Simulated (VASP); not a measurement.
Here is a VASP 6.6.1 calculation.

Contents of INCAR:

```
  PREC = Accurate
  ENCUT = 520
  EDIFF = 1E-6
  ISMEAR = 0
  SIGMA = 0.02
  LREAL = F
  LASPH = T
  NELM = 100
  ALGO = Normal
  ISIF = 2
  LWAVE = F
  LCHARG = T
  LELF = T
  LVHAR = T
  NBANDS = 44
```

The input KPOINTS:

```
Automatic mesh
0
Gamma
  6 6 4
```

POSCAR

```
SiO2
1.0
    5.0150050473      0.0000000000      0.0000000000
   -2.5075025236      4.3431217711      0.0000000000
    0.0000000000      0.0000000000      8.5394403528
Si O
4 8
Direct
    0.6666666667      0.3333333333      0.9370470918
    0.6666666667      0.3333333333      0.5629529082
    0.3333333333      0.6666666667      0.0629529082
    0.3333333333      0.6666666667      0.4370470918
    0.0000000000      0.4120635775      0.0000000000
    0.4120635775      0.4120635775      0.5000000000
    0.5879364225      0.0000000000      0.5000000000
    0.5879364225      0.5879364225      0.0000000000
    0.0000000000      0.5879364225      0.5000000000
    0.6666666667      0.3333333333      0.7500000000
    0.3333333333      0.6666666667      0.2500000000
    0.4120635775      0.0000000000      0.0000000000
```

Potentials or basis: VASP PAW LDA potentials, release 64 (Si, O).

Command:

```console
$ cat potpaw_LDA.64/Si/POTCAR potpaw_LDA.64/O/POTCAR > POTCAR
$ mpirun -np 1 vasp_std > vasp.out
```

(1) What does it give for the largest force?

(2) Predict the band gap on the k mesh.

## Answers

(1) 0.024 eV/Å.

(2) 5.42 eV (least direct gap 5.48 eV).
